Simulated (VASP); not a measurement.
# HfN (P6_3/mmc) in VASP: notebook

HfN is run at these levels: r2SCAN; tasks: single point.

Everything below comes from runs of VASP 6.6.1. Logs are shortened: lines on timing, memory, paths and dates and some standing lists are left out, and cuts for length are marked.

### 1 The cell of the first run

Symmetry: P6_3/mmc, No. 194, hexagonal system. The conventional cell has a = 3.070 Å, b = 3.070 Å, c = 5.306 Å, α = 90.00°, β = 90.00°, γ = 120.00°. Hf (site symmetry -6m2) has 6 N at 2.21 Å within 2.9 Å. N (site symmetry -3m) has 6 Hf at 2.21 Å and 2 N at 2.65 Å within 2.9 Å.

### 2 Single point, r2SCAN

Contents of POSCAR:

```
HfN
1.0
    3.0699327642      0.0000000000      0.0000000000
   -1.5349663822      2.6586397618      0.0000000000
    0.0000000000      0.0000000000      5.3061904127
Hf N
2 2
Direct
    0.3333333333      0.6666666667      0.2500000000
    0.6666666667      0.3333333333      0.7500000000
    0.0000000000      0.0000000000      0.5000000000
    0.0000000000      0.0000000000      0.0000000000
```

Contents of INCAR.step1:

```
SYSTEM = HfN
PREC = Accurate
ENCUT = 520
ISMEAR = -1
SIGMA = 0.05
LREAL = .False.
LASPH = .True.
NELM = 60
NBANDS = 23
GGA = PE
ALGO = Normal
EDIFF = 1E-4
LWAVE = .True.
LCHARG = .False.
```

Contents of INCAR.step2:

```
SYSTEM = HfN
PREC = Accurate
ENCUT = 520
EDIFF = 1E-7
ISMEAR = -1
SIGMA = 0.05
LREAL = .False.
LASPH = .True.
NELM = 60
ALGO = Normal
ISIF = 2
LWAVE = .False.
LCHARG = .True.
METAGGA = R2SCAN
LMIXTAU = .True.
LELF = .True.
LVHAR = .True.
NBANDS = 23
ISTART = 1
```

Contents of KPOINTS:

```
regular mesh
0
Gamma
  10 10 5
  0 0 0
```

Potentials or basis: VASP PAW PBE potentials, release 64 (Hf_pv, N).

Started as:

```console
$ cat potpaw_PBE.64/Hf_pv/POTCAR potpaw_PBE.64/N/POTCAR > POTCAR
$ cp INCAR.step1 INCAR
$ mpirun -np 1 vasp_std > vasp.out
$ cp INCAR.step2 INCAR
$ mpirun -np 1 vasp_std > vasp.out
```

OUTCAR:

```text
SYSTEM = HfN
   PREC = Accurate
   ENCUT = 520
   EDIFF = 1E-7
   ISMEAR = -1
   LREAL = .False.
   LASPH = .True.
   NELM = 60
   ISIF = 2
   METAGGA = R2SCAN
   ISTART = 1

 ion  position               nearest neighbor table
   1  0.333  0.667  0.250-   3 2.21   4 2.21   3 2.21   4 2.21   3 2.21   4 2.21   2 3.19   2 3.19
                             2 3.19   2 3.19   2 3.19   2 3.19
   2  0.667  0.333  0.750-   3 2.21   4 2.21   3 2.21   4 2.21   3 2.21   4 2.21   1 3.19   1 3.19
                             1 3.19   1 3.19   1 3.19   1 3.19
   3  0.000  0.000  0.500-   1 2.21   2 2.21   2 2.21   1 2.21   2 2.21   1 2.21
   4  0.000  0.000  0.000-   1 2.21   2 2.21   2 2.21   1 2.21   2 2.21   1 2.21

  LATTYP: Found a hexagonal cell.
 ALAT       =     3.0699327642
 C/A-ratio  =     1.7284386403

  Lattice vectors:

 A1 = (   3.0699327642,   0.0000000000,   0.0000000000)
 A2 = (  -1.5349663822,   2.6586397618,   0.0000000000)
 A3 = (   0.0000000000,   0.0000000000,   5.3061904127)

Analysis of symmetry for initial positions (statically):
=====================================================================
 Subroutine PRICEL returns:
 Original cell was already a primitive cell.

 Routine SETGRP: Setting up the symmetry group for a
 hexagonal supercell.

 Subroutine GETGRP returns: Found 24 space group operations
 (whereof 12 operations were pure point group operations)
 out of a pool of 24 trial point group operations.

The static configuration has the point symmetry D_3d.
 The point group associated with its full space group is D_6h.

Analysis of symmetry for dynamics (positions and initial velocities):
=====================================================================
 Subroutine PRICEL returns:
 Original cell was already a primitive cell.

 Routine SETGRP: Setting up the symmetry group for a
 hexagonal supercell.

 Subroutine GETGRP returns: Found 24 space group operations
 (whereof 12 operations were pure point group operations)
 out of a pool of 24 trial point group operations.

The dynamic configuration has the point symmetry D_3d.
 The point group associated with its full space group is D_6h.

 Subroutine INISYM returns: Found 24 space group operations
 (whereof 12 operations are pure point group operations),
 and found     1 'primitive' translations

----------------------------------------------------------------------------------------
[... 96 lines left out ...]
   NELM   =     60;   NELMIN=  2; NELMDL=  0     # of ELM steps
   EDIFF  = 0.1E-06   stopping-criterion for ELM
   LREAL  =      F    real-space projection
   EDIFFG = 0.1E-05   stopping-criterion for IOM
   NSW    =      0    number of steps for IOM
   IBRION =     -1    ionic relax: 0-MD 1-quasi-New 2-CG
   NFREE  =      0    steps in history (QN), initial steepest desc. (CG)
   ISIF   =      2    stress and relaxation
   ISYM   =      2    0-nonsym 1-usesym 2-fastsym
   POTIM  = 0.5000    time-step for ionic-motion
   TEBEG  =    0.0;   TEEND  =   0.0 temperature during run
   PSTRESS=    0.0 pullay stress
   NELECT =      30.0000    total number of electrons
   NUPDOWN=      -1.0000    fix difference up-down
   EMIN   =  10.00;   EMAX   =-10.00  energy-range for DOS
   EFERMI =   0.00;   METHOD = LEGACY
   ISMEAR =    -1;   SIGMA  =   0.05  broadening in eV -4-tet -1-fermi 0-gaus
   EFERMI_NEDOS =   21; number of points for ismear=-14 and -15
   IALGO  =     38    algorithm
   IMIX   =      4    mixing-type and parameters
     AMIX     =   0.40;   BMIX     =  1.00
     AMIX_MAG =   1.60;   BMIX_MAG =  1.00
  volume/ion in A,a.u.               =      10.83        73.06
  Fermi-wavevector in a.u.,A,eV,Ry     =   1.448521  2.737308 28.547930  2.098214
  Thomas-Fermi vector in A             =   2.566353
   LORBIT       =      0    0 simple, 1 ext, 2 COOP (PROOUT), +10 PAW based schemes
   METAGGA = R2SCAN    functional components
   LHFCALC =     F    Hartree Fock is set to
   AEXX    =    0.0000 exact exchange contribution
   IVDW    =     0    specifies the selected vdW correction
   LEPSILON=     F    determine dielectric tensor
   LRPA    =     F    only Hartree local field effects (RPA)
 non-spin polarized calculation
  energy-cutoff  :      520.00
  volume of cell :       43.31
 maximum number of plane-waves:      1184
 NGX is ok and might be reduce to    24
   NGX = 11   NGY = 11   NGZ = 19

 number of electron      29.9999993 magnetization

 Free energy of the ion-electron system (eV)
  ---------------------------------------------------
  ext. energy  EPLUGINS =         0.00000000
  ---------------------------------------------------
  free energy    TOTEN  =      -116.23505130 eV

  energy without entropy =     -116.22400898  energy(sigma->0) =     -116.22953014

 E-fermi :   8.6068     XC(G=0): -13.9741

 val. band max:        8.5788358792   @ k =   0.3000   0.3000   0.4000
 cond. band min:       8.6393379416   @ k =   0.3000   0.1000   0.4000
 fundamental gap:      0.0605020624
 Fermi energy:         8.6067950684

 k-point     1 :       0.0000    0.0000    0.0000
  band No.  band energies     occupation
      1     -24.4617      2.00000
      2     -23.3623      2.00000
      3     -23.2452      2.00000
      4     -23.2452      2.00000
      5     -23.1775      2.00000
      6     -23.1775      2.00000
[... 613 lines left out ...]
     22      15.3077      0.00000
     23      16.6130      0.00000

 [... further k-points ...]

------------------------ aborting loop because EDIFF is reached ----------------------------------------

  FORCE on cell =-STRESS in cart. coord.  units (eV):
  Direction    XX          YY          ZZ          XY          YZ          ZX
  --------------------------------------------------------------------------------------
  -------------------------------------------------------------------------------------
  Total        5.3162889      5.3162889      5.2809995     -0.0000000      0.0000000      0.0000000
  in kB      196.6744587    196.6744587    195.3689407     -0.0000000      0.0000000      0.0000000
  external PRESSURE =     196.2392861 kB  Pullay stress =       0.0000000 kB

 VOLUME and BASIS-vectors are now :
 -----------------------------------------------------------------------------
  energy-cutoff  :      520.00
  volume of cell :       43.31
      direct lattice vectors                 reciprocal lattice vectors
     3.069932764  0.000000000  0.000000000     0.325740033  0.188066096  0.000000000
    -1.534966382  2.658639762  0.000000000     0.000000000  0.376132191  0.000000000
     0.000000000  0.000000000  5.306190413     0.000000000  0.000000000  0.188459125

 POSITION                                       TOTAL-FORCE (eV/Angst)
 -----------------------------------------------------------------------------------
     -0.00000      1.77243      1.32655        -0.000000     -0.000000      0.000000
      1.53497      0.88621      3.97964         0.000000      0.000000      0.000000
      0.00000      0.00000      2.65310         0.000000      0.000000      0.000000
      0.00000      0.00000      0.00000         0.000000      0.000000      0.000000
 -----------------------------------------------------------------------------------
    total drift:                               -0.000000      0.000000     -0.000000

  FREE ENERGIE OF THE ION-ELECTRON SYSTEM (eV)
  ---------------------------------------------------
  free  energy   TOTEN  =      -116.2350512964 eV

  energy  without entropy=     -116.2240089806  energy(sigma->0) =     -116.22953014
```

OSZICAR.step1:

```text
N       E                     dE             d eps       ncg     rms          rms(c)
DAV:   1     0.113951270989E+03    0.11395E+03   -0.16648E+04  1932   0.131E+03
DAV:   2    -0.431279736367E+02   -0.15708E+03   -0.14879E+03  2427   0.320E+02
DAV:   3    -0.492051651185E+02   -0.60772E+01   -0.60250E+01  2499   0.506E+01
DAV:   4    -0.492551463525E+02   -0.49981E-01   -0.49922E-01  2222   0.497E+00
DAV:   5    -0.492557251737E+02   -0.57882E-03   -0.57874E-03  2584   0.441E-01    0.830E+01
DAV:   6    -0.432673069257E+02    0.59884E+01   -0.25676E+01  2328   0.274E+01    0.622E+01
DAV:   7    -0.431893951537E+02    0.77912E-01   -0.16560E+00  2241   0.813E+00    0.225E+01
DAV:   8    -0.431691420631E+02    0.20253E-01   -0.79723E-02  2539   0.194E+00    0.338E+00
DAV:   9    -0.431641346401E+02    0.50074E-02   -0.30818E-02  2255   0.992E-01    0.287E+00
DAV:  10    -0.431635037998E+02    0.63084E-03   -0.75781E-03  2347   0.545E-01    0.100E+00
DAV:  11    -0.431632800459E+02    0.22375E-03   -0.10044E-03  2390   0.210E-01    0.782E-02
DAV:  12    -0.431632798151E+02    0.23077E-06   -0.47378E-05  1386   0.490E-02
   1 F= -.43163280E+02 E0= -.43157663E+02  d E =-.112340E-01
```

Run time: 65 s. Hardware: 1 thread of Intel Xeon 6975P-C (Granite Rapids), shared host; peak memory 0.18 GiB.

What came out:

| Item | Value |
| --- | --- |
| Free energy | -116.2351 eV |
| Pressure | 19.6 GPa |
| Band gap on the k mesh | zero (bands 15 and 16 overlap by 1.91 eV) |

Stress tensor (GPa, compression positive):
```
19.67  0.00  0.00
 0.00 19.67  0.00
 0.00  0.00 19.54
```

Levels at points of the mesh, in eV from the Fermi level:
| k point | band 13 | band 14 | band 15 | band 16 | band 17 | band 18 |
| --- | --- | --- | --- | --- | --- | --- |
| (0.00, 0.00, 0.00) | -4.17 | -2.09 | -0.60 | 0.81 | 0.81 | 1.53 |
| (0.50, 0.00, 0.00) | -3.72 | -3.12 | -2.84 | 2.64 | 3.11 | 4.95 |

Caveat: the cell stands under pressure; the PAW data sets were made with another functional, which shifts forces and pressure a little; spin-orbit coupling is left out, which moves the levels of the heavy elements.

(Continued in part 2 of 2.)
